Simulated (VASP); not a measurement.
**Cd2S: single point with PBE**

Crystal: Cd2S.

```
Cd S
1.0
     0.00000    4.12734    4.12734
     4.12734    0.00000    4.12734
     4.12734    4.12734    0.00000
Cd S
4 2
Direct
  0.12500 0.62500 0.12500
  0.12500 0.12500 0.62500
  0.62500 0.12500 0.12500
  0.12500 0.12500 0.12500
  0.75000 0.75000 0.75000
  0.50000 0.50000 0.50000
```

The cell was generated, and may not be a known phase.

* Program: VASP 6.6.1
* Task: single point
* Functional: PBE
* Potentials or basis: VASP PAW PBE potentials, release 64 (Cd, S)
* Cutoff: 520 eV
* k mesh: 4 × 4 × 4
* Occupations: gaussian, width 0.1 eV
* Spin: no spin polarisation

The pressure is -3.1 GPa. The band gap on the k mesh is 0.39 eV (least direct gap 0.47 eV).

Levels at points of the mesh, in eV from the valence-band top:
| k point | band 28 | band 29 | band 30 | band 31 | band 32 | band 33 |
| --- | --- | --- | --- | --- | --- | --- |
| (0.00, 0.00, 0.00) | -1.69 | -1.69 | -1.58 | 1.24 | 1.24 | 1.24 |
| (0.50, 0.00, 0.00) | -1.38 | -1.19 | -0.30 | 0.90 | 0.90 | 1.52 |
| (0.50, 0.50, 0.00) | -0.61 | -0.17 | -0.17 | 1.50 | 1.50 | 2.34 |

Run time: 50 s on 1 thread of AMD EPYC 9R45 96-Core Processor (Zen 5), on a shared host, peak memory 0.29 GiB.

Caveat: the cell stands under tension. A k mesh can miss the band edges.
